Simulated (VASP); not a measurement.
Input of a VASP 6.6.1 run:

The input POSCAR:

```
Os
1.0
    2.7649301801      0.0000000000      0.0000000000
   -1.3824650900      2.3944997757      0.0000000000
    0.0000000000      0.0000000000      4.3604053374
Os
2
Direct
    0.3333333333      0.6666666667      0.2500000000
    0.6666666667      0.3333333333      0.7500000000
```

The input INCAR.step1:

```
SYSTEM = Os
PREC     = Accurate       ! precision mode
ENCUT    = 520            ! plane-wave cutoff, eV
ISMEAR   = 0              ! smearing method
SIGMA    = 0.1            ! smearing width, eV
LREAL    = .FALSE.        ! projectors in reciprocal space
LASPH    = .TRUE.         ! aspherical terms in the spheres
NELM     = 100            ! most SCF steps
NBANDS   = 15             ! bands
GGA      = PE             ! functional
ALGO     = Normal         ! electronic algorithm
EDIFF    = 1E-4           ! SCF threshold, eV
LWAVE    = .TRUE.         ! write WAVECAR
LCHARG   = .FALSE.        ! write CHGCAR
```

The input INCAR.step2:

```
SYSTEM = Os
PREC     = Accurate       ! precision mode
ENCUT    = 520            ! plane-wave cutoff, eV
EDIFF    = 1E-6           ! SCF threshold, eV
ISMEAR   = 0              ! smearing method
SIGMA    = 0.1            ! smearing width, eV
LREAL    = .FALSE.        ! projectors in reciprocal space
LASPH    = .TRUE.         ! aspherical terms in the spheres
NELM     = 100            ! most SCF steps
ALGO     = Normal         ! electronic algorithm
ISIF     = 2              ! what is computed and relaxed
LWAVE    = .FALSE.        ! write WAVECAR
LCHARG   = .TRUE.         ! write CHGCAR
METAGGA  = R2SCAN         ! meta-GGA
LMIXTAU  = .TRUE.       
LELF     = .TRUE.         ! ELF
LVHAR    = .TRUE.       
NBANDS   = 15             ! bands
ISTART   = 1
```

KPOINTS

```
regular mesh
0
G
  18 18 10
  0 0 0
```

Potentials or basis: VASP PAW PBE potentials, release 64 (Os).

The run is started by

```console
$ cat potpaw_PBE.64/Os/POTCAR > POTCAR
$ cp INCAR.step1 INCAR
$ mpirun -np 1 vasp_std > vasp.out
$ cp INCAR.step2 INCAR
$ mpirun -np 1 vasp_std > vasp.out
```

**Question.** What does it give for the pressure?

**Answer.** -11.1 GPa.

**Question.** What does it give for the band gap on the k mesh?

**Answer.** Zero (bands 8 and 9 overlap by 3.88 eV).

Caveat: the cell stands under tension; the PAW data sets were made with another functional, which shifts forces and pressure a little; spin-orbit coupling is left out, which moves the levels of the heavy elements.
